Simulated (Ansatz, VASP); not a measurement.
# One calculation of Gd, two programs

The input INCAR:

```
SYSTEM = Gd
ALGO = Normal ; EDIFF = 1E-8
ENCUT = 520 ; GGA = PE
ISIF = 2 ; ISMEAR = -1
ISPIN = 2 ; LASPH = .TRUE.
LCHARG = .FALSE. ; LEFG = .TRUE.
LMAXMIX = 6 ; LORBIT = 11
LREAL = .FALSE. ; LWAVE = .FALSE.
MAGMOM = 7 ; NBANDS = 19
NELM = 150 ; PREC = Accurate
SIGMA = 0.08
```

Contents of KPOINTS:

```
k-points
0
G
  14 14 14
  0 0 0
```

File POSCAR:

```
Gd
1.0
   -2.0250000000      2.0250000000      2.0250000000
    2.0250000000     -2.0250000000      2.0250000000
    2.0250000000      2.0250000000     -2.0250000000
Gd
1
Direct
    0.0000000000      0.0000000000      0.0000000000
```

Input for Ansatz:

```yaml
crystal:
  lattice:
    - [-2.025, 2.025, 2.025]
    - [2.025, -2.025, 2.025]
    - [2.025, 2.025, -2.025]
  atoms:
    - { symbol: Gd, position: [0.0, 0.0, 0.0], spin: 7.0 }
magnetization:
  spin_polarized: true
kpoints:
  mp_grid: { grid: [14, 14, 14] }
  band_path:
    path:
      - [0.0, 0.0, 0.0]
      - [0.5, -0.5, 0.5]
      - [0.0, 0.0, 0.5]
      - [0.0, 0.0, 0.0]
      - [0.25, 0.25, 0.25]
      - [0.5, -0.5, 0.5]
      - [0.25, 0.25, 0.25]
      - [0.0, 0.0, 0.5]
    npoints: 8
scf:
  occupations: { method: fermi_dirac, width: 0.08 }
hamiltonian:
  xc: pbe
  pseudopotentials: { kind: paw }
output:
  forces: true
  stress: true
  eigenvalues: true
  efg: { contact_densities: true }
  populations: true
  bader: true
  dos: { projected: true, de: 0.2, e_range: [-14, 8] }
```

Alike in both runs: task electric field gradients; functional PBE; k mesh 14 × 14 × 14; occupations fermi-dirac, width 0.08 eV; collinear spin.

|  | VASP | Ansatz |
| --- | --- | --- |
| version | VASP 6.6.1 | Ansatz 0.2.0 |
| potentials or method | VASP PAW PBE potentials, release 64 (Gd) | PAW with Ansatz's default frozen-core files, scalar-relativistic |
| plane-wave cutoff (eV) | 520 | 420 |
| valence electrons in the cell | 18 | 18 |

```csv
,VASP,Ansatz,Ansatz less VASP
pressure (GPa),0.1,0.2,+0.02
net moment per atom (μB),7.62,7.61,-0.008
size of the moment on the site where the two differ most (μB),6.99,7.32,+0.330
```

Site moments also hang on the region over which each program counts them. With one functional, cell and mesh, what is left measures potentials, basis and numerics.

Neither program's run includes spin-orbit coupling.
